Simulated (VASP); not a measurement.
# BaHfO3 in VASP: further runs

The runs below take BaHfO3 through single point, relaxation of cell and atoms, with PBE, PBEsol.

Program: VASP 6.6.1. These are calculated values, not measurements. Logs are shortened: lines on timing, memory, paths and dates and some standing lists are left out, and cuts for length are marked.

### Step 1. The cell of the first run

Symmetry: Pm-3m, No. 221, cubic system. The conventional cell has a = 4.206 Å, b = 4.206 Å, c = 4.206 Å, α = 90.00°, β = 90.00°, γ = 90.00°. Ba (site symmetry m-3m) has 12 O at 2.97 Å and 8 Hf at 3.64 Å within 3.9 Å. Hf (site symmetry m-3m) has 6 O at 2.10 Å within 2.8 Å. Within 2.8 Å of O (site symmetry 4/mmm) lie 2 Hf at 2.10 Å.

### Step 2. Single point, PBE

File INCAR:

```
SYSTEM = BaHfO3
  PREC = Accurate
  ENCUT = 520
  EDIFF = 1E-7
  ISMEAR = 0
  SIGMA = 0.02
  LREAL = .False.
  LASPH = .True.
  NELM = 60
  ALGO = Normal
  ISIF = 2
  LWAVE = .False.
  LCHARG = .False.
  GGA = PE
  NBANDS = 27
```

File KPOINTS:

```
Automatic mesh
0
Gamma
  6 6 6
  0 0 0
```

File POSCAR:

```
BaHfO3
1.0
    4.2061183603      0.0000000000      0.0000000000
    0.0000000000      4.2061183603      0.0000000000
    0.0000000000      0.0000000000      4.2061183603
Ba Hf O
1 1 3
Direct
    0.5000000000      0.5000000000      0.5000000000
    0.0000000000      0.0000000000      0.0000000000
    0.0000000000      0.5000000000      0.0000000000
    0.5000000000      0.0000000000      0.0000000000
    0.0000000000      0.0000000000      0.5000000000
```

Potentials or basis: VASP PAW PBE potentials, release 64 (Ba_sv, Hf_pv, O).

Launch:

```
> cat potpaw_PBE.64/Ba_sv/POTCAR potpaw_PBE.64/Hf_pv/POTCAR potpaw_PBE.64/O/POTCAR > POTCAR
> mpirun -np 1 vasp_std > vasp.out
```

OUTCAR:

```text
SYSTEM = BaHfO3
   PREC = Accurate
   ENCUT = 520
   EDIFF = 1E-7
   ISMEAR = 0
   LREAL = .False.
   LASPH = .True.
   NELM = 60
   ISIF = 2
   GGA = PE

 ion  position               nearest neighbor table
   1  0.500  0.500  0.500-   3 2.97   4 2.97   5 2.97   3 2.97   4 2.97   4 2.97   5 2.97   4 2.97
                             3 2.97   5 2.97   3 2.97   5 2.97   2 3.64   2 3.64   2 3.64   2 3.64
   2  0.000  0.000  0.000-   3 2.10   4 2.10   5 2.10   5 2.10   3 2.10   4 2.10   1 3.64   1 3.64
                             1 3.64   1 3.64   1 3.64   1 3.64   1 3.64   1 3.64
   3  0.000  0.500  0.000-   2 2.10   2 2.10   1 2.97   1 2.97   1 2.97   1 2.97
   4  0.500  0.000  0.000-   2 2.10   2 2.10   1 2.97   1 2.97   1 2.97   1 2.97
   5  0.000  0.000  0.500-   2 2.10   2 2.10   1 2.97   1 2.97   1 2.97   1 2.97

  LATTYP: Found a simple cubic cell.
 ALAT       =     4.2061183603

  Lattice vectors:

 A1 = (   4.2061183603,   0.0000000000,   0.0000000000)
 A2 = (   0.0000000000,   4.2061183603,   0.0000000000)
 A3 = (   0.0000000000,   0.0000000000,   4.2061183603)

Analysis of symmetry for initial positions (statically):
=====================================================================
 Subroutine PRICEL returns:
 Original cell was already a primitive cell.

 Routine SETGRP: Setting up the symmetry group for a
 simple cubic supercell.

 Subroutine GETGRP returns: Found 48 space group operations
 (whereof 48 operations were pure point group operations)
 out of a pool of 48 trial point group operations.

The static configuration has the point symmetry O_h .

Analysis of symmetry for dynamics (positions and initial velocities):
=====================================================================
 Subroutine PRICEL returns:
 Original cell was already a primitive cell.

 Routine SETGRP: Setting up the symmetry group for a
 simple cubic supercell.

 Subroutine GETGRP returns: Found 48 space group operations
 (whereof 48 operations were pure point group operations)
 out of a pool of 48 trial point group operations.

The dynamic configuration has the point symmetry O_h .

 Subroutine INISYM returns: Found 48 space group operations
 (whereof 48 operations are pure point group operations),
 and found     1 'primitive' translations

----------------------------------------------------------------------------------------

                                     Primitive cell

  volume of cell :      74.4123

  direct lattice vectors                    reciprocal lattice vectors
     4.206118360  0.000000000  0.000000000     0.237748897  0.000000000  0.000000000
     0.000000000  4.206118360  0.000000000     0.000000000  0.237748897  0.000000000
     0.000000000  0.000000000  4.206118360     0.000000000  0.000000000  0.237748897

  length of vectors
     4.206118360  4.206118360  4.206118360     0.237748897  0.237748897  0.237748897

  position of ions in fractional coordinates (direct lattice)
     0.500000000  0.500000000  0.500000000
     0.000000000  0.000000000  0.000000000
     0.000000000  0.500000000  0.000000000
     0.500000000  0.000000000  0.000000000
     0.000000000  0.000000000  0.500000000

  ion indices of the primitive-cell ions
   primitive index   ion index
                 1           1
                 2           2
                 3           3
                 4           4
                 5           5

----------------------------------------------------------------------------------------

 KPOINTS: Automatic mesh

Automatic generation of k-mesh.
 Grid dimensions read from file:
 generate k-points for:    6    6    6

 Generating k-lattice:

  Cartesian coordinates                     Fractional coordinates (reciprocal lattice)
     0.039624816  0.000000000  0.000000000     0.166666667  0.000000000  0.000000000
     0.000000000  0.039624816  0.000000000     0.000000000  0.166666667  0.000000000
     0.000000000  0.000000000  0.039624816     0.000000000  0.000000000  0.166666667

  Length of vectors
     0.039624816  0.039624816  0.039624816

  Shift w.r.t. Gamma in fractional coordinates (k-lattice)
     0.000000000  0.000000000  0.000000000

 Subroutine IBZKPT returns following result:
 ===========================================

 Found     20 irreducible k-points:

 Following reciprocal coordinates:
            Coordinates               Weight
  0.000000  0.000000  0.000000      1.000000
  0.166667  0.000000  0.000000      6.000000
  0.333333  0.000000  0.000000      6.000000
  0.500000  0.000000  0.000000      3.000000
  0.166667  0.166667  0.000000     12.000000
  0.333333  0.166667  0.000000     24.000000
[... 12 lines left out ...]
  0.500000  0.500000  0.333333      6.000000
  0.500000  0.500000  0.500000      1.000000
   k-points           NKPTS =     20   k-points in BZ     NKDIM =     20   number of bands    NBANDS=     27
   number of dos      NEDOS =    301   number of ions     NIONS =      5
   total plane-waves  NPLWV =  32768
   dimension x,y,z NGX =    32 NGY =   32 NGZ =   32
   dimension x,y,z NGXF=    64 NGYF=   64 NGZF=   64
   ions per type =               1   1   3
   NGX,Y,Z   is equivalent  to a cutoff of  12.65, 12.65, 12.65 a.u.
   NGXF,Y,Z  is equivalent  to a cutoff of  25.30, 25.30, 25.30 a.u.
 SYSTEM =  BaHfO3
   PREC   = accura    normal or accurate (medium, high low for compatibility)
   ISTART =      0    job   : 0-new  1-cont  2-samecut
   ICHARG =      2    charge: 1-file 2-atom 10-const
   ISPIN  =      1    spin polarized calculation?
   LNONCOLLINEAR =      F non collinear calculations
   LSORBIT =      F    spin-orbit coupling
   LASPH  =      T    aspherical Exc in radial PAW
   ENCUT  =  520.0 eV  38.22 Ry    6.18 a.u.   7.82  7.82  7.82*2*pi/ulx,y,z
   NELM   =     60;   NELMIN=  2; NELMDL= -5     # of ELM steps
   EDIFF  = 0.1E-06   stopping-criterion for ELM
   LREAL  =      F    real-space projection
   EDIFFG = 0.1E-05   stopping-criterion for IOM
   NSW    =      0    number of steps for IOM
   IBRION =     -1    ionic relax: 0-MD 1-quasi-New 2-CG
   NFREE  =      0    steps in history (QN), initial steepest desc. (CG)
   ISIF   =      2    stress and relaxation
   ISYM   =      2    0-nonsym 1-usesym 2-fastsym
   POTIM  = 0.5000    time-step for ionic-motion
   TEBEG  =    0.0;   TEEND  =   0.0 temperature during run
   PSTRESS=    0.0 pullay stress
   NELECT =      38.0000    total number of electrons
   NUPDOWN=      -1.0000    fix difference up-down
   EMIN   =  10.00;   EMAX   =-10.00  energy-range for DOS
   EFERMI =   0.00;   METHOD = LEGACY
   ISMEAR =     0;   SIGMA  =   0.02  broadening in eV -4-tet -1-fermi 0-gaus
   EFERMI_NEDOS =   21; number of points for ismear=-14 and -15
   IALGO  =     38    algorithm
   IMIX   =      4    mixing-type and parameters
     AMIX     =   0.40;   BMIX     =  1.00
     AMIX_MAG =   1.60;   BMIX_MAG =  1.00
  volume/ion in A,a.u.               =      14.88       100.43
  Fermi-wavevector in a.u.,A,eV,Ry     =   1.308543  2.472787 23.297035  1.712284
  Thomas-Fermi vector in A             =   2.439202
   LORBIT       =      0    0 simple, 1 ext, 2 COOP (PROOUT), +10 PAW based schemes
   GGA     = PE    functional components
   LHFCALC =     F    Hartree Fock is set to
   AEXX    =    0.0000 exact exchange contribution
   IVDW    =     0    specifies the selected vdW correction
   LEPSILON=     F    determine dielectric tensor
   LRPA    =     F    only Hartree local field effects (RPA)
 non-spin polarized calculation
 Gauss-broadening in eV      SIGMA  =   0.02
  energy-cutoff  :      520.00
  volume of cell :       74.41
 maximum number of plane-waves:      2016
 NGX is ok and might be reduce to    32
   NGX = 15   NGY = 15   NGZ = 15

 number of electron      37.9999990 magnetization

 Free energy of the ion-electron system (eV)
  ---------------------------------------------------
  ext. energy  EPLUGINS =         0.00000000
  ---------------------------------------------------
  free energy    TOTEN  =       -43.55807234 eV

  energy without entropy =      -43.55807234  energy(sigma->0) =      -43.55807234

 E-fermi :   2.4579     XC(G=0): -10.7185

 val. band max:        2.3204293096   @ k =   0.5000   0.5000   0.5000
 cond. band min:       5.8552472726   @ k =   0.0000   0.0000   0.0000
 fundamental gap:      3.5348179630
 Fermi energy:         2.4578521505

 k-point     1 :       0.0000    0.0000    0.0000
  band No.  band energies     occupation
      1     -26.5914      2.00000
      2     -26.5914      2.00000
      3     -26.5914      2.00000
      4     -23.0031      2.00000
      5     -14.3010      2.00000
      6     -13.7651      2.00000
[... 19 lines left out ...]
     26      10.5695      0.00000
     27      10.5703      0.00000

 k-point     2 :       0.1667    0.0000    0.0000
  band No.  band energies     occupation
      1     -26.6213      2.00000
      2     -26.5905      2.00000
      3     -26.5905      2.00000
      4     -22.9871      2.00000
      5     -14.2821      2.00000
      6     -13.7594      2.00000
[... 19 lines left out ...]
     26      10.5693      0.00000
     27      10.6319      0.00000

 k-point     3 :       0.3333    0.0000    0.0000
  band No.  band energies     occupation
      1     -26.6799      2.00000
      2     -26.5887      2.00000
      3     -26.5887      2.00000
      4     -22.9550      2.00000
      5     -14.3354      2.00000
      6     -13.7479      2.00000
[... 19 lines left out ...]
     26       9.9708      0.00000
     27      10.5591      0.00000

 k-point     4 :       0.5000    0.0000    0.0000
  band No.  band energies     occupation
      1     -26.7086      2.00000
      2     -26.5877      2.00000
      3     -26.5877      2.00000
      4     -22.9390      2.00000
      5     -14.3803      2.00000
      6     -13.7419      2.00000
[... 19 lines left out ...]
     26      10.5502      0.00000
     27      10.7840      0.00000
[... 396 lines left out ...]
      4     -22.8934      2.00000
      5     -13.4694      2.00000
      6     -13.2821      2.00000
[... 19 lines left out ...]
     26      10.5812      0.00000
     27      11.2234      0.00000

 k-point    19 :       0.5000    0.5000    0.3333
  band No.  band energies     occupation
      1     -26.6968      2.00000
      2     -26.6968      2.00000
      3     -26.6683      2.00000
      4     -22.8851      2.00000
      5     -13.3497      2.00000
      6     -13.1446      2.00000
[... 19 lines left out ...]
     26      10.8226      0.00000
     27      11.5413      0.00000

 k-point    20 :       0.5000    0.5000    0.5000
  band No.  band energies     occupation
      1     -26.6957      2.00000
      2     -26.6957      2.00000
      3     -26.6957      2.00000
      4     -22.8764      2.00000
      5     -13.1157      2.00000
      6     -13.1157      2.00000
[... 19 lines left out ...]
     26      11.4220      0.00000
     27      11.4220      0.00000

------------------------ aborting loop because EDIFF is reached ----------------------------------------

  FORCE on cell =-STRESS in cart. coord.  units (eV):
  Direction    XX          YY          ZZ          XY          YZ          ZX
  --------------------------------------------------------------------------------------
  -------------------------------------------------------------------------------------
  Total       -0.2607363     -0.2607363     -0.2607363      0.0000000      0.0000000     -0.0000000
  in kB       -5.6139377     -5.6139377     -5.6139377      0.0000000      0.0000000     -0.0000000
  external PRESSURE =      -5.6139377 kB  Pullay stress =       0.0000000 kB

 VOLUME and BASIS-vectors are now :
 -----------------------------------------------------------------------------
  energy-cutoff  :      520.00
  volume of cell :       74.41
      direct lattice vectors                 reciprocal lattice vectors
     4.206118360  0.000000000  0.000000000     0.237748897  0.000000000  0.000000000
     0.000000000  4.206118360  0.000000000     0.000000000  0.237748897  0.000000000
     0.000000000  0.000000000  4.206118360     0.000000000  0.000000000  0.237748897

 POSITION                                       TOTAL-FORCE (eV/Angst)
 -----------------------------------------------------------------------------------
      2.10306      2.10306      2.10306         0.000000      0.000000      0.000000
      0.00000      0.00000      0.00000         0.000000      0.000000      0.000000
      0.00000      2.10306      0.00000         0.000000      0.000000      0.000000
      2.10306      0.00000      0.00000         0.000000      0.000000      0.000000
      0.00000      0.00000      2.10306         0.000000      0.000000      0.000000
 -----------------------------------------------------------------------------------
    total drift:                                0.000000      0.000000     -0.000000

  FREE ENERGIE OF THE ION-ELECTRON SYSTEM (eV)
  ---------------------------------------------------
  free  energy   TOTEN  =       -43.5580723420 eV

  energy  without entropy=      -43.5580723420  energy(sigma->0) =      -43.55807234
```

Wall time 38 s (1 thread of Intel Xeon Platinum 8488C (Sapphire Rapids), shared host); peak memory 0.2 GiB.

Results:

```yaml
Free_energy: -43.5581 eV
Pressure: -0.6 GPa
Band_gap_on_the_k_mesh: 3.53 eV, indirect (least direct gap 3.78 eV)
```

Caveat: spin-orbit coupling is left out, which moves the levels of the heavy elements.

### Step 3. Single point, PBEsol

File INCAR:

```
SYSTEM = BaHfO3
PREC = Accurate
ENCUT = 520
EDIFF = 1E-6
ISMEAR = 0
SIGMA = 0.02
LREAL = .FALSE.
LASPH = .TRUE.
NELM = 60
ALGO = Normal
ISIF = 2
LWAVE = .FALSE.
LCHARG = .FALSE.
GGA = PS
NBANDS = 27
```

File KPOINTS:

```
regular mesh
0
G
  6 6 6
  0 0 0
```

POSCAR is that of step 2.

Potentials or basis: VASP PAW PBE potentials, release 64 (Ba_sv, Hf_pv, O).

Launch:

```
> cat potpaw_PBE.64/Ba_sv/POTCAR potpaw_PBE.64/Hf_pv/POTCAR potpaw_PBE.64/O/POTCAR > POTCAR
> mpirun -np 1 vasp_std > vasp.out
```

Wall time 32 s (1 thread of Intel Xeon Platinum 8488C (Sapphire Rapids), shared host); peak memory 0.2 GiB.

Results (log left out):

```
Free energy            : -45.4690 eV
Pressure               : -5.9 GPa
Band gap on the k mesh : 3.43 eV, indirect (least direct gap 3.67 eV)
```

Levels at points of the mesh, in eV from the valence-band top:
| k point | band 15 | band 16 | band 17 | band 18 | band 19 | band 20 | band 21 | band 22 | band 23 | band 24 |
| --- | --- | --- | --- | --- | --- | --- | --- | --- | --- | --- |
| (0.00, 0.00, 0.00) | -0.96 | -0.96 | -0.24 | -0.24 | -0.24 | 3.43 | 3.43 | 3.43 | 4.56 | 4.56 |
| (0.50, 0.00, 0.00) | -1.72 | -1.72 | -1.67 | -0.55 | -0.55 | 3.98 | 6.15 | 6.15 | 6.34 | 6.57 |
| (0.50, 0.50, 0.00) | -2.39 | -1.08 | -0.94 | -0.94 | -0.08 | 6.05 | 6.05 | 6.40 | 6.75 | 7.86 |
| (0.50, 0.50, 0.50) | -2.53 | -2.53 | 0.00 | 0.00 | 0.00 | 5.86 | 5.86 | 5.86 | 7.58 | 7.58 |

Caveat: the PAW data sets were made with another functional, which shifts forces and pressure a little; spin-orbit coupling is left out, which moves the levels of the heavy elements. A k mesh can miss the band edges.

### Step 4. Relaxation of cell and atoms, PBE

This run uses another cell than the first one, of 14.50 Å³/atom, 0.974 times its volume.

File INCAR:

```
ALGO     = Normal         # electronic algorithm
EDIFF    = 1E-6           # SCF threshold, eV
EDIFFG   = -0.04          # ionic threshold
ENCUT    = 600            # plane-wave cutoff, eV
GGA      = PE             # functional
IBRION   = 2              # ionic algorithm
ISIF     = 3              # what is computed and relaxed
ISMEAR   = 0              # smearing method
LASPH    = T              # aspherical terms in the spheres
LCHARG   = F              # write CHGCAR
LREAL    = F              # projectors in reciprocal space
LWAVE    = F              # write WAVECAR
NELM     = 60             # most SCF steps
NSW      = 90             # ionic steps
PREC     = Accurate       # precision mode
SIGMA    = 0.1            # smearing width, eV
```

File KPOINTS:

```
k-points
0
Gamma
  4 4 4
```

File POSCAR:

```
BaHfO3
1.0
    4.1695666300      0.0000000000      0.0000000000
    0.0000000000      4.1695666300      0.0000000000
    0.0000000000      0.0000000000      4.1703767800
Ba Hf O
1 1 3
Direct
    0.5000000000      0.5000000000      0.9964249700
    0.0000000000      0.0000000000      0.4978753300
    0.0000000000      0.5000000000      0.4988901300
    0.5000000000      0.0000000000      0.4988901300
    0.0000000000      0.0000000000      0.9979412000
```

Launch:

```
> cat potpaw_PBE.64/Ba_sv/POTCAR potpaw_PBE.64/Hf_pv/POTCAR potpaw_PBE.64/O/POTCAR > POTCAR
> mpirun -np 1 vasp_std > vasp.out
```

Run time: 1.7 min. Hardware: 1 thread of Intel Xeon Platinum 8488C (Sapphire Rapids), shared host; peak memory 0.24 GiB.

It converged, with:

```yaml
Free_energy: -43.5540 eV
Relaxed_volume: 14.82 Å³/atom
Relaxed_cell: a = 4.200 Å, b = 4.200 Å, c = 4.201 Å, α = 90.00°, β = 90.00°, γ = 90.00°
Space_group_after_relaxing_to_0.05_Å: Pm-3m (No. 221)
Energy_gained_by_relaxing: 3.5 meV/atom
Ionic_steps: 3
Pressure_after_relaxing: -0.1 GPa
Largest_force_after_relaxing: 0.018 eV/Å
Band_gap_on_the_k_mesh: 3.54 eV, indirect (least direct gap 3.78 eV)
```

Forces in eV/Å, atoms in the order of the input:
```
Ba   0.000  0.000  0.018
Hf   0.000  0.000 -0.008
O    0.000  0.000 -0.011
O    0.000  0.000 -0.011
O    0.000  0.000  0.012
```

Step by step:
```
step  energy change (eV)  largest force (eV/Å)  pressure (GPa)  volume (Å³)
   1              0.0000                0.0244            3.62        72.50
   2              0.0054                0.0117           -3.78        75.99
   3             -0.0176                0.0180           -0.07        74.10
```

Final structure:
```
Ba Hf O
1.0
     4.20010    0.00000    0.00000
     0.00000    4.20010    0.00000
     0.00000    0.00000    4.20051
Ba Hf O
1 1 3
Cartesian
  2.1001 2.1001 4.1860
  0.0000 4.2001 2.0909
  0.0000 2.1001 2.0953
  2.1001 4.2001 2.0953
  0.0000 0.0000 4.1923
```

Levels at points of the mesh, in eV from the valence-band top:
| k point | band 15 | band 16 | band 17 | band 18 | band 19 | band 20 | band 21 | band 22 | band 23 |
| --- | --- | --- | --- | --- | --- | --- | --- | --- | --- |
| (0.00, 0.00, 0.00) | -0.95 | -0.95 | -0.24 | -0.24 | -0.24 | 3.54 | 3.54 | 3.54 | 4.67 |
| (0.50, 0.00, 0.00) | -1.70 | -1.69 | -1.64 | -0.55 | -0.55 | 4.08 | 6.22 | 6.22 | 6.43 |
| (0.50, 0.50, 0.00) | -2.36 | -1.06 | -0.93 | -0.93 | -0.08 | 6.13 | 6.13 | 6.48 | 6.82 |
| (0.00, 0.00, 0.50) | -1.69 | -1.69 | -1.64 | -0.55 | -0.55 | 4.08 | 6.22 | 6.22 | 6.43 |
| (0.50, 0.00, 0.50) | -2.36 | -1.06 | -0.93 | -0.93 | -0.08 | 6.12 | 6.13 | 6.48 | 6.82 |
| (0.50, 0.50, 0.50) | -2.51 | -2.51 | 0.00 | 0.00 | 0.00 | 5.95 | 5.95 | 5.95 | 7.65 |

Caveat: spin-orbit coupling is left out, which moves the levels of the heavy elements.

### Step 5. The runs side by side

```tsv
task	level	cell	k mesh	cutoff (eV)	smearing	gap on the mesh (eV)	pressure (GPa)
single point	PBE	a = 4.206 Å, 5 atoms	6 × 6 × 6	520	gaussian 0.02 eV	3.53	-0.6
single point	PBEsol	a = 4.206 Å, 5 atoms	6 × 6 × 6	520	gaussian 0.02 eV	3.43	-5.9
relaxation of cell and atoms	PBE	relaxed from a = 4.170, b = 4.170, c = 4.170 Å, 5 atoms	4 × 4 × 4	600	gaussian 0.1 eV	3.54	-0.1
```

Alike in all rows: potentials or basis VASP PAW PBE potentials, release 64 (Ba_sv, Hf_pv, O); no spin polarisation.

Caveats: spin-orbit coupling is left out, which moves the levels of the heavy elements; the PAW data sets were made with another functional, which shifts forces and pressure a little (some runs).

Absolute energies hang on the potentials; compare differences alone.
